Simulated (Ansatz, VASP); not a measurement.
# BN: VASP beside Ansatz

```
B N
1.0
     0.00000    1.82817    1.82817
     1.82817    0.00000    1.82817
     1.82817    1.82817    0.00000
B N
1 1
Cartesian
  0.0000 0.0000 0.0000
  0.9141 0.9141 0.9141
```

Alike in both runs: task relaxation of the atoms; functional r2SCAN; k mesh 14 × 14 × 14; occupations fermi-dirac, width 0.02 eV; no spin polarisation.

```csv
,VASP,Ansatz
version,VASP 6.6.1,Ansatz 0.2.0
potentials or method,"VASP PAW PBE potentials, release 64 (B, N), cutoff 520 eV",PAW plane waves
valence electrons in the cell,8,8
```

```tsv
	VASP	Ansatz	Ansatz less VASP
gap on the k mesh at the Fermi level, each at its own relaxed structure (eV)	4.93	4.94	+0.010
```

VASP's potentials were made for PBE, not for r2SCAN. Ansatz's warnings: stress scf threshold loose.

Noted on VASP's run: the relaxation stopped at its first step, so nothing moved.
